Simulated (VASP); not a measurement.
Write the native input for VASP 6.6.1 that does the following.

```yaml
Task: relaxation of cell and atoms
Functional: PBEsol
Potentials_or_basis: VASP PAW PBE potentials, release 64 (Sr_sv, Cl)
Cutoff: 600 eV
k_mesh: 6 × 6 × 6
Occupations: gaussian, width 0.1 eV
Spin: no spin polarisation
Dipole_correction: no
Further_INCAR_settings: ALGO = Normal; EDIFF = 1e-07; IBRION = 2; EDIFFG = -0.05; NSW = 80; ISIF = 3
```

The structure of SrCl lies in POSCAR:

```
SrCl
1.0
    0.0000000000      2.7428336831      2.7428336831
    2.7428336831      0.0000000000      2.7428336831
    2.7428336831      2.7428336831      0.0000000000
Sr Cl
1 1
Direct
    0.5000000000      0.5000000000      0.5000000000
    0.0000000000      0.0000000000      0.0000000000
```

One way to write it, as run:

INCAR

```
SYSTEM = SrCl
PREC = Accurate
ENCUT = 600
EDIFF = 1E-7
ISMEAR = 0
SIGMA = 0.1
LREAL = .False.
LASPH = .True.
NELM = 80
ALGO = Normal
ISIF = 3
LWAVE = .False.
LCHARG = .False.
GGA = PS
IBRION = 2
NSW = 80
EDIFFG = -0.05
```

KPOINTS

```
regular mesh
0
Gamma
  6 6 6
  0 0 0
```

Potentials or basis: VASP PAW PBE potentials, release 64 (Sr_sv, Cl).

Run with:

```bash
$ cat potpaw_PBE.64/Sr_sv/POTCAR potpaw_PBE.64/Cl/POTCAR > POTCAR
$ mpirun -np 1 vasp_std > vasp.out
```

Results of the run:

```
Relaxed volume                        : 25.91 Å³/atom
Relaxed cell                          : a = 4.185 Å, b = 4.185 Å, c = 4.185 Å, α = 60.00°, β = 60.00°, γ = 60.00°
Space group after relaxing (to 0.1 Å) : Fm-3m (No. 225)
Energy gained by relaxing             : 192.3 meV/atom
Ionic steps                           : 3
Pressure after relaxing               : 0.2 GPa
Band gap on the k mesh                : zero (an odd number of electrons rules out a gap without spin polarisation)
```

Caveat: the volume moved by over 15 % at a fixed basis, so the end points are rough; the PAW data sets were made with another functional, which shifts forces and pressure a little; an odd number of electrons without spin polarisation forces a metal; a magnetic or distorted state may lie lower.

Run time: 22 s on 1 thread of Intel(R) Xeon(R) Platinum 8488C (Sapphire Rapids), with other jobs on the host, peak memory 0.18 GiB.
